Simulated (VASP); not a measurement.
KBr:

```
K Br
1.0
     3.97632    0.00000    0.00000
     0.00000    3.97632    0.00000
     0.00000    0.00000    3.97632
K Br
1 1
Direct
  0.00000 0.00000 0.00000
  0.50000 0.50000 0.50000
```

Base run:

```yaml
Program: VASP 6.6.1
Functional: PBE-based screened hybrid with 35 % exact exchange
Potentials_or_basis: VASP PAW PBE potentials, release 64 (K_sv, Br)
Cutoff: 520 eV
k_mesh: 4 × 4 × 4
Occupations: gaussian, width 0.01 eV
Spin: no spin polarisation
```

Its results: band gap on the k mesh 5.67 eV (least direct gap 5.98 eV); pressure 0.4 GPa.

Task: The run is repeated on the same cell with these changes: functional from PBE-based screened hybrid with 35 % exact exchange to r2SCAN; occupations from gaussian, width 0.01 eV to methfessel-paxton, width 0.001 eV. What comes out?

Result: Band gap on the k mesh 4.77 eV (least direct gap 5.05 eV); pressure 0.0 GPa.

Caveats: the structure was generated, so it needn't be the stable form of KBr; the PAW data sets were made with another functional, which shifts forces and pressure a little.

A k mesh can miss the band edges.
